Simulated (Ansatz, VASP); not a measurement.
## Zn2S: VASP beside Ansatz

```
Zn S
1.0
     0.00000    3.11903    3.11903
     3.11903    0.00000    3.11903
     3.11903    3.11903    0.00000
Zn S
2 1
Direct
  0.00000 0.00000 0.00000
  0.75000 0.75000 0.75000
  0.50000 0.50000 0.50000
```

Alike in both runs: task relaxation of cell and atoms; functional PBE; k mesh 5 × 5 × 5; occupations gaussian, width 0.2 eV; no spin polarisation.

|  | VASP | Ansatz |
| --- | --- | --- |
| version | VASP 6.6.1 | Ansatz 0.2.0 |
| potentials or method | VASP PAW PBE potentials, release 64 (Zn, S), cutoff 600 eV | scalar-relativistic, plane waves, PAW |
| valence electrons in the cell | 30 | 30 |

|  | VASP | Ansatz | Ansatz less VASP |
| --- | --- | --- | --- |
| gap on the k mesh at the Fermi level, each at its own relaxed structure (eV) | 1.03 | 1.03 | +0.001 |
| relaxed volume (Å³/atom) | 19.09 | 19.05 | -0.047 |
| relaxed length of the cell vector where the two differ most in proportion (Å) | 4.327 | 4.323 | -0.0036 |
